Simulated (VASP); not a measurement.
Al12N, 13 atoms in the cell. The cell holds a slab with vacuum, 13 atoms: a = 5.714 Å, b = 5.714 Å, c = 20.102 Å, α = 90.00°, β = 90.00°, γ = 120.00°. 

| Property | Result |
| --- | --- |
| Program | VASP 6.6.1 |
| Task | single point |
| Functional | PBE |
| Potentials or basis | VASP PAW PBE potentials, release 64 (Al, N) |
| Cutoff | 520 eV |
| k mesh | 6 × 6 × 1 |
| Occupations | gaussian, width 0.1 eV |
| Spin | no spin polarisation |
| Dipole correction | yes |
| Further INCAR settings | ALGO = Normal; EDIFF = 1e-07; NBANDS = 32 |

Potentials or basis: VASP PAW PBE potentials, release 64 (Al, N).

The run is started by

```bash
$ cat potpaw_PBE.64/Al/POTCAR potpaw_PBE.64/N/POTCAR > POTCAR
$ mpirun -np 1 vasp_std > vasp.out
```

Hardware: 1 thread of Intel(R) Xeon(R) 6975P-C (Granite Rapids), on a shared host.

Problem. Estimate the wall time of this run.

Solution. It took 5.5 min on 1 thread of Intel(R) Xeon(R) 6975P-C (Granite Rapids), on a shared host, peak memory 0.65 GiB. Counts: scf iterations 29, k points 13.
